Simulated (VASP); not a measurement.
Input of a VASP 6.6.1 run:

Contents of INCAR:

```
  ALGO = Normal
  EDIFF = 1E-6
  ENCUT = 520
  GGA = PS
  ISIF = 2
  ISMEAR = -1
  LASPH = T
  LCHARG = T
  LELF = T
  LREAL = F
  LVHAR = T
  LWAVE = F
  NBANDS = 14
  NELM = 60
  PREC = Accurate
  SIGMA = 0.13605693000000002
```

File KPOINTS:

```
k-points
0
Gamma
  10 10 10
```

Contents of POSCAR:

```
F
1.0
    0.0000000000      2.4002314592      2.4002314592
    2.4002314592      0.0000000000      2.4002314592
    2.4002314592      2.4002314592      0.0000000000
F
2
Direct
    0.0000000000      0.0000000000      0.0000000000
    0.2500000000      0.2500000000      0.2500000000
```

Potentials or basis: VASP PAW PBE potentials, release 64 (F).

Run with:

```bash
$ cat potpaw_PBE.64/F/POTCAR > POTCAR
$ mpirun -np 1 vasp_std > vasp.out
```

What does it give for the band gap on the k mesh?

Zero (band 7 reaches -4.32 eV, above the bottom of band 8 at -5.37 eV).

Estimate the pressure.

-0.6 GPa.

Caveat: the PAW data sets were made with another functional, which shifts forces and pressure a little.
